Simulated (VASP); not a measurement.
Crystal: WAu.

```
W Au
1.0
     0.00000    2.74798    2.74798
     2.74798    0.00000    2.74798
     2.74798    2.74798    0.00000
W Au
1 1
Direct
  0.00000 0.00000 0.00000
  0.75000 0.75000 0.75000
```

Base run:

```yaml
Program: VASP 6.6.1
Functional: PBE
Potentials_or_basis: VASP PAW PBE potentials, release 64 (W_sv, Au)
Cutoff: 520 eV
k_mesh: 8 × 8 × 8
Occupations: fermi-dirac, width 0.05 eV
Spin: no spin polarisation
```

Its results: band gap on the k mesh zero (an odd number of electrons rules out a gap without spin polarisation); pressure 33.1 GPa.

Problem. The run is repeated on the same cell with these changes: functional from PBE to PBEsol; further incar settings from ALGO = Fast; EDIFF = 1e-06; NBANDS = 20 to ALGO = Fast; EDIFF = 1e-07; NBANDS = 20. What comes out?

Solution. Band gap on the k mesh zero (an odd number of electrons rules out a gap without spin polarisation); pressure 26.6 GPa.

Caveats: the cell stands under pressure; spin-orbit coupling is left out, which moves the levels of the heavy elements; the PAW data sets were made with another functional, which shifts forces and pressure a little (at least some runs).
